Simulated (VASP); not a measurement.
# Re (P6_3/mmc) in VASP: notebook

The runs below take Re through single point, relaxation of cell and atoms, with r2SCAN+D3(BJ), BLYP, PBE+D3(BJ).

Everything below comes from runs of VASP 6.6.1. Logs are shortened: lines on timing, memory, paths and dates and some standing lists are left out, and cuts for length are marked.

### 1 The cell of the first run

It takes space group P6_3/mmc (No. 194, hexagonal). Conventional cell: a = 2.750 Å, b = 2.750 Å, c = 4.451 Å, α = 90.00°, β = 90.00°, γ = 120.00°. Within 3.6 Å of Re (site symmetry -6m2) lie 12 Re at 2.73 to 2.75 Å.

### 2 Single point, r2SCAN+D3(BJ)

Contents of POSCAR:

```
Re
1.0
    2.7496772424      0.0000000000      0.0000000000
   -1.3748386212      2.3812903441      0.0000000000
    0.0000000000      0.0000000000      4.4506250784
Re
2
Direct
    0.6666666667      0.3333333333      0.7500000000
    0.3333333333      0.6666666667      0.2500000000
```

Contents of INCAR.step1:

```
ALGO     = Normal         # electronic algorithm
EDIFF    = 1E-4           # SCF threshold, eV
ENCUT    = 520            # plane-wave cutoff, eV
GGA      = PE             # functional
ISMEAR   = -1             # smearing method
LASPH    = T              # aspherical terms in the spheres
LCHARG   = F              # write CHGCAR
LREAL    = F              # projectors in reciprocal space
LWAVE    = T              # write WAVECAR
NBANDS   = 14             # bands
NELM     = 100            # most SCF steps
PREC     = Accurate       # precision mode
SIGMA    = 0.05           # smearing width, eV
```

Contents of INCAR.step2:

```
ALGO     = Normal         # electronic algorithm
EDIFF    = 1E-6           # SCF threshold, eV
ENCUT    = 520            # plane-wave cutoff, eV
ISIF     = 2              # what is computed and relaxed
ISMEAR   = -1             # smearing method
ISTART   = 1            
IVDW     = 12             # dispersion correction
LASPH    = T              # aspherical terms in the spheres
LCHARG   = F              # write CHGCAR
LMIXTAU  = T            
LREAL    = F              # projectors in reciprocal space
LWAVE    = F              # write WAVECAR
METAGGA  = R2SCAN         # meta-GGA
NBANDS   = 14             # bands
NELM     = 100            # most SCF steps
PREC     = Accurate       # precision mode
SIGMA    = 0.05           # smearing width, eV
VDW_A1   = 0.49484001   
VDW_A2   = 5.73083694   
VDW_S6   = 1.0          
VDW_S8   = 0.78981345
```

Contents of KPOINTS:

```
k-points
0
Gamma
  11 11 6
```

Potentials or basis: VASP PAW PBE potentials, release 64 (Re).

Launch:

```sh
> cat potpaw_PBE.64/Re/POTCAR > POTCAR
> cp INCAR.step1 INCAR
> mpirun -np 1 vasp_std > vasp.out
> cp INCAR.step2 INCAR
> mpirun -np 1 vasp_std > vasp.out
```

OUTCAR:

```text
EDIFF = 1E-6
   ENCUT = 520
   ISIF = 2
   ISMEAR = -1
   ISTART = 1
   IVDW = 12
   LASPH = T
   LREAL = F
   METAGGA = R2SCAN
   NELM = 100
   PREC = Accurate
 IVDW          = 12

 ion  position               nearest neighbor table
   1  0.667  0.333  0.750-   2 2.73   2 2.73   2 2.73   2 2.73   2 2.73   2 2.73
   2  0.333  0.667  0.250-   1 2.73   1 2.73   1 2.73   1 2.73   1 2.73   1 2.73

  LATTYP: Found a hexagonal cell.
 ALAT       =     2.7496772424
 C/A-ratio  =     1.6185990886

  Lattice vectors:

 A1 = (   2.7496772424,   0.0000000000,   0.0000000000)
 A2 = (  -1.3748386212,   2.3812903441,   0.0000000000)
 A3 = (   0.0000000000,   0.0000000000,   4.4506250784)

Analysis of symmetry for initial positions (statically):
=====================================================================
 Subroutine PRICEL returns:
 Original cell was already a primitive cell.

 Routine SETGRP: Setting up the symmetry group for a
 hexagonal supercell.

 Subroutine GETGRP returns: Found 24 space group operations
 (whereof 12 operations were pure point group operations)
 out of a pool of 24 trial point group operations.

The static configuration has the point symmetry D_3d.
 The point group associated with its full space group is D_6h.

Analysis of symmetry for dynamics (positions and initial velocities):
=====================================================================
 Subroutine PRICEL returns:
 Original cell was already a primitive cell.

 Routine SETGRP: Setting up the symmetry group for a
 hexagonal supercell.

 Subroutine GETGRP returns: Found 24 space group operations
 (whereof 12 operations were pure point group operations)
 out of a pool of 24 trial point group operations.

The dynamic configuration has the point symmetry D_3d.
 The point group associated with its full space group is D_6h.

 Subroutine INISYM returns: Found 24 space group operations
 (whereof 12 operations are pure point group operations),
 and found     1 'primitive' translations

----------------------------------------------------------------------------------------

                                     Primitive cell

  volume of cell :      29.1417

  direct lattice vectors                    reciprocal lattice vectors
     2.749677242  0.000000000  0.000000000     0.363679047  0.209970196  0.000000000
    -1.374838621  2.381290344  0.000000000     0.000000000  0.419940392  0.000000000
     0.000000000  0.000000000  4.450625078     0.000000000  0.000000000  0.224687540

  length of vectors
     2.749677242  2.749677242  4.450625078     0.419940392  0.419940392  0.224687540

  position of ions in fractional coordinates (direct lattice)
     0.666666667  0.333333333  0.750000000
     0.333333333  0.666666667  0.250000000

  ion indices of the primitive-cell ions
   primitive index   ion index
                 1           1
                 2           2

----------------------------------------------------------------------------------------

 KPOINTS: k-points

Automatic generation of k-mesh.
 Grid dimensions read from file:
 generate k-points for:   11   11    6

 Generating k-lattice:

  Cartesian coordinates                     Fractional coordinates (reciprocal lattice)
     0.033061732  0.019088200  0.000000000     0.090909091  0.000000000  0.000000000
     0.000000000  0.038176399  0.000000000     0.000000000  0.090909091  0.000000000
     0.000000000  0.000000000  0.037447923     0.000000000  0.000000000  0.166666667

  Length of vectors
     0.038176399  0.038176399  0.037447923

  Shift w.r.t. Gamma in fractional coordinates (k-lattice)
     0.000000000  0.000000000  0.000000000

 Subroutine IBZKPT returns following result:
 ===========================================

 Found     64 irreducible k-points:

 Following reciprocal coordinates:
            Coordinates               Weight
  0.000000  0.000000  0.000000      1.000000
  0.090909  0.000000  0.000000      6.000000
  0.181818  0.000000  0.000000      6.000000
  0.272727  0.000000  0.000000      6.000000
  0.363636  0.000000  0.000000      6.000000
  0.454545  0.000000  0.000000      6.000000
[... 16 lines left out ...]
  0.090909  0.090909  0.166667     12.000000
  0.181818  0.090909  0.166667     24.000000
 [... further k-points ...]
   k-points           NKPTS =     64   k-points in BZ     NKDIM =     64   number of bands    NBANDS=     14
   number of dos      NEDOS =    301   number of ions     NIONS =      2
   total plane-waves  NPLWV =  14400
   dimension x,y,z NGX =    20 NGY =   20 NGZ =   36
   dimension x,y,z NGXF=    40 NGYF=   40 NGZF=   72
   ions per type =               2
   NGX,Y,Z   is equivalent  to a cutoff of  12.09, 12.09, 13.45 a.u.
   NGXF,Y,Z  is equivalent  to a cutoff of  24.18, 24.18, 26.89 a.u.
 SYSTEM =  unknown system
   PREC   = accura    normal or accurate (medium, high low for compatibility)
   ISTART =      1    job   : 0-new  1-cont  2-samecut
   ICHARG =      0    charge: 1-file 2-atom 10-const
   ISPIN  =      1    spin polarized calculation?
   LNONCOLLINEAR =      F non collinear calculations
   LSORBIT =      F    spin-orbit coupling
   LASPH  =      T    aspherical Exc in radial PAW
   ENCUT  =  520.0 eV  38.22 Ry    6.18 a.u.   5.11  5.11  8.28*2*pi/ulx,y,z
   NELM   =    100;   NELMIN=  2; NELMDL=  0     # of ELM steps
   EDIFF  = 0.1E-05   stopping-criterion for ELM
   LREAL  =      F    real-space projection
   EDIFFG = 0.1E-04   stopping-criterion for IOM
   NSW    =      0    number of steps for IOM
   IBRION =     -1    ionic relax: 0-MD 1-quasi-New 2-CG
   NFREE  =      0    steps in history (QN), initial steepest desc. (CG)
   ISIF   =      2    stress and relaxation
   ISYM   =      2    0-nonsym 1-usesym 2-fastsym
   POTIM  = 0.5000    time-step for ionic-motion
   TEBEG  =    0.0;   TEEND  =   0.0 temperature during run
   PSTRESS=    0.0 pullay stress
   NELECT =      14.0000    total number of electrons
   NUPDOWN=      -1.0000    fix difference up-down
   EMIN   =  10.00;   EMAX   =-10.00  energy-range for DOS
   EFERMI =   0.00;   METHOD = LEGACY
   ISMEAR =    -1;   SIGMA  =   0.05  broadening in eV -4-tet -1-fermi 0-gaus
   EFERMI_NEDOS =   21; number of points for ismear=-14 and -15
   IALGO  =     38    algorithm
   IMIX   =      4    mixing-type and parameters
     AMIX     =   0.40;   BMIX     =  1.00
     AMIX_MAG =   1.60;   BMIX_MAG =  1.00
  volume/ion in A,a.u.               =      14.57        98.33
  Fermi-wavevector in a.u.,A,eV,Ry     =   1.282171  2.422951 22.367454  1.643961
  Thomas-Fermi vector in A             =   2.414498
   LORBIT       =      0    0 simple, 1 ext, 2 COOP (PROOUT), +10 PAW based schemes
   METAGGA = R2SCAN    functional components
   LHFCALC =     F    Hartree Fock is set to
   AEXX    =    0.0000 exact exchange contribution
   IVDW    =    12    specifies the selected vdW correction
   LEPSILON=     F    determine dielectric tensor
   LRPA    =     F    only Hartree local field effects (RPA)
 non-spin polarized calculation
  energy-cutoff  :      520.00
  volume of cell :       29.14
 maximum number of plane-waves:       793
   NGX = 11   NGY = 11   NGZ = 17

 number of electron      14.0000001 magnetization

 Free energy of the ion-electron system (eV)
  ---------------------------------------------------
  ext. energy  EPLUGINS =         0.00000000
  ---------------------------------------------------
  free energy    TOTEN  =      -104.89983238 eV

  energy without entropy =     -104.88594740  energy(sigma->0) =     -104.89288989

 E-fermi :   7.8145     XC(G=0): -15.0508

 val. band max:        7.7955626466   @ k =   0.2727   0.0000   0.5000
 cond. band min:       7.8160117613   @ k =   0.1818   0.0000   0.1667
 fundamental gap:      0.0204491146
 Fermi energy:         7.8145391329

 k-point     1 :       0.0000    0.0000    0.0000
  band No.  band energies     occupation
      1      -2.6070      2.00000
      2       0.7974      2.00000
      3       6.1082      2.00000
      4       6.1603      2.00000
      5       6.1603      2.00000
      6       7.0311      2.00000
      7       7.0311      2.00000
      8       8.0457      0.01944
      9       8.0457      0.01944
     10       8.3483      0.00005
     11      11.3722      0.00000
     12      11.3722      0.00000
     13      18.4685      0.00000
     14      22.6551      0.00000

 k-point     2 :       0.0909    0.0000    0.0000
  band No.  band energies     occupation
      1      -2.2509      2.00000
      2       1.1275      2.00000
      3       5.4659      2.00000
      4       6.4869      2.00000
      5       6.6497      2.00000
      6       6.8272      2.00000
      7       7.1142      2.00000
      8       7.3393      1.99985
      9       7.7811      1.32275
     10       7.9391      0.15298
     11      11.5455      0.00000
     12      12.7282      0.00000
     13      18.4424      0.00000
     14      23.4329      0.00000

 k-point     3 :       0.1818    0.0000    0.0000
  band No.  band energies     occupation
      1      -1.2693      2.00000
      2       1.9086      2.00000
      3       4.7511      2.00000
      4       5.3863      2.00000
      5       6.1776      2.00000
      6       7.1928      1.99999
      7       7.4347      1.99900
      8       7.4929      1.99679
      9       7.5360      1.99242
     10       8.2259      0.00053
     11      11.8831      0.00000
     12      15.0305      0.00000
     13      18.2235      0.00000
     14      24.9461      0.00000

 k-point     4 :       0.2727    0.0000    0.0000
  band No.  band energies     occupation
      1       0.0386      2.00000
      2       2.2711      2.00000
      3       3.9056      2.00000
      4       4.6697      2.00000
      5       5.9334      2.00000
      6       6.5746      2.00000
      7       6.9877      2.00000
      8       8.7963      0.00000
      9       8.8918      0.00000
     10       9.5636      0.00000
     11      12.1634      0.00000
     12      17.3886      0.00000
     13      17.8020      0.00000
     14      22.9810      0.00000

 k-point     5 :       0.3636    0.0000    0.0000
  band No.  band energies     occupation
      1       1.0971      2.00000
      2       1.9129      2.00000
      3       2.8531      2.00000
      4       5.1337      2.00000
      5       6.0951      2.00000
      6       6.5722      2.00000
      7       6.5773      2.00000
      8      10.5825      0.00000
      9      10.6822      0.00000
     10      11.0926      0.00000
     11      12.3258      0.00000
[... 276 lines left out ...]
 k-point    22 :       0.4545    0.0000    0.1667
  band No.  band energies     occupation
      1       1.0934      2.00000
      2       1.6343      2.00000
      3       3.1122      2.00000
      4       4.3491      2.00000
      5       6.1214      2.00000
      6       6.9853      2.00000
      7       7.9167      0.22928
      8      11.4285      0.00000
      9      11.9354      0.00000
     10      12.4447      0.00000
     11      12.8301      0.00000
     12      15.5525      0.00000
     13      18.3524      0.00000
     14      20.4479      0.00000

 k-point    23 :       0.0909    0.0909    0.1667
  band No.  band energies     occupation
      1      -1.2655      2.00000
      2       1.7667      2.00000
      3       4.9375      2.00000
      4       5.1514      2.00000
      5       6.1478      2.00000
      6       6.7067      2.00000
      7       6.9190      2.00000
      8       7.5492      1.99012
      9       8.3317      0.00006
     10       8.3665      0.00003
     11      11.6388      0.00000
     12      13.5091      0.00000
     13      19.7592      0.00000
     14      24.1342      0.00000

 k-point    24 :       0.1818    0.0909    0.1667
  band No.  band energies     occupation
      1      -0.1524      2.00000
      2       2.5980      2.00000
      3       4.0216      2.00000
      4       4.3970      2.00000
      5       5.7480      2.00000
      6       6.4768      2.00000
      7       7.1368      2.00000
      8       8.1261      0.00393
      9       8.8881      0.00000
     10       9.2897      0.00000
     11      11.7746      0.00000
     12      15.0007      0.00000
     13      19.6687      0.00000
     14      24.5934      0.00000

 [... further k-points ...]

------------------------ aborting loop because EDIFF is reached ----------------------------------------

 Edisp (eV)   -0.62060

 E8    (eV) :    -0.2529

  FORCE on cell =-STRESS in cart. coord.  units (eV):
  Direction    XX          YY          ZZ          XY          YZ          ZX
  --------------------------------------------------------------------------------------
  -------------------------------------------------------------------------------------
  Total       0.02915     0.02915     0.01132    -0.00000     0.00000    -0.00000
  in kB       1.60267     1.60267     0.62264    -0.00000     0.00000    -0.00000
  external pressure =        1.28 kB  Pullay stress =        0.00 kB

 VOLUME and BASIS-vectors are now :
 -----------------------------------------------------------------------------
  energy-cutoff  :      520.00
  volume of cell :       29.14
      direct lattice vectors                 reciprocal lattice vectors
     2.749677242  0.000000000  0.000000000     0.363679047  0.209970196  0.000000000
    -1.374838621  2.381290344  0.000000000     0.000000000  0.419940392  0.000000000
     0.000000000  0.000000000  4.450625078     0.000000000  0.000000000  0.224687540

 POSITION                                       TOTAL-FORCE (eV/Angst)
 -----------------------------------------------------------------------------------
      1.37484      0.79376      3.33797        -0.000000      0.000000      0.000000
     -0.00000      1.58753      1.11266         0.000000     -0.000000      0.000000
 -----------------------------------------------------------------------------------
    total drift:                               -0.000000      0.000000     -0.000000

  FREE ENERGIE OF THE ION-ELECTRON SYSTEM (eV)
  ---------------------------------------------------
  free  energy   TOTEN  =      -105.5204345390 eV

  energy  without entropy=     -105.5065495593  energy(sigma->0) =     -105.51349205
```

It took 2.3 min on 1 thread of Intel Xeon 8259CL, shared host; peak memory 0.16 GiB.

Results:

```
Free energy                : -105.5204 eV
Pressure                   : 0.1 GPa
Band gap on the k mesh     : zero (bands 7 and 8 overlap by 3.14 eV)
Dispersion energy per atom : -0.310 eV
```

Stress tensor (GPa, compression positive):
```
0.16 0.00 0.00
0.00 0.16 0.00
0.00 0.00 0.06
```

Caveat: the PAW data sets were made with another functional, which shifts forces and pressure a little; spin-orbit coupling is left out, which moves the levels of the heavy elements.

[end of part 1 of 2]

The gap in the log of VASP goes by the Fermi energy; the results here count the filled bands.